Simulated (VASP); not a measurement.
A run of VASP 6.6.1 is set up as follows.

POSCAR

```
CdS
1.0
    4.1235010000      0.0000000000      0.0000000000
   -2.0617510000      3.5710570000      0.0000000000
    0.0000000000      0.0000000000      6.7106280000
Cd S
2 2
Direct
    0.6666670000      0.3333330000      0.4997950000
    0.3333330000      0.6666670000      0.9997950000
    0.3333330000      0.6666670000      0.3762050000
    0.6666670000      0.3333330000      0.8762050000
```

Contents of INCAR.step1:

```
SYSTEM = CdS
ALGO     = Normal         ! electronic algorithm
EDIFF    = 1E-4           ! SCF threshold, eV
ENCUT    = 520            ! plane-wave cutoff, eV
GGA      = PE             ! functional
ISMEAR   = -1             ! smearing method
LASPH    = .True.         ! aspherical terms in the spheres
LCHARG   = .False.        ! write CHGCAR
LREAL    = .False.        ! projectors in reciprocal space
LWAVE    = .True.         ! write WAVECAR
NBANDS   = 26             ! bands
NELM     = 60             ! most SCF steps
PREC     = Accurate       ! precision mode
SIGMA    = 0.05           ! smearing width, eV
```

The input INCAR.step2:

```
SYSTEM = CdS
ALGO     = Normal         ! electronic algorithm
EDIFF    = 1E-7           ! SCF threshold, eV
ENCUT    = 520            ! plane-wave cutoff, eV
ISIF     = 2              ! what is computed and relaxed
ISMEAR   = -1             ! smearing method
ISTART   = 1            
LASPH    = .True.         ! aspherical terms in the spheres
LCHARG   = .False.        ! write CHGCAR
LMIXTAU  = .True.       
LREAL    = .False.        ! projectors in reciprocal space
LWAVE    = .False.        ! write WAVECAR
METAGGA  = R2SCAN         ! meta-GGA
NBANDS   = 26             ! bands
NELM     = 60             ! most SCF steps
PREC     = Accurate       ! precision mode
SIGMA    = 0.05           ! smearing width, eV
```

The input KPOINTS:

```
k-points
0
Gamma
  7 7 4
  0 0 0
```

Potentials or basis: VASP PAW PBE potentials, release 64 (Cd, S).

Run with:

```sh
$ cat potpaw_PBE.64/Cd/POTCAR potpaw_PBE.64/S/POTCAR > POTCAR
$ cp INCAR.step1 INCAR
$ mpirun -np 1 vasp_std > vasp.out
$ cp INCAR.step2 INCAR
$ mpirun -np 1 vasp_std > vasp.out
```

Problem. What does it give for the band gap on the k mesh?

Solution. 1.69 eV, direct.

Problem. Estimate the pressure.

Solution. 2.1 GPa.

Forces on the atoms (eV/Å):
```
Cd   0.000  0.000 -0.002
Cd   0.000  0.000 -0.002
S    0.000  0.000  0.002
S    0.000  0.000  0.002
```

Caveat: the PAW data sets were made with another functional, which shifts forces and pressure a little. r2SCAN opens gaps a little over a GGA but as a rule still falls short of measured ones.
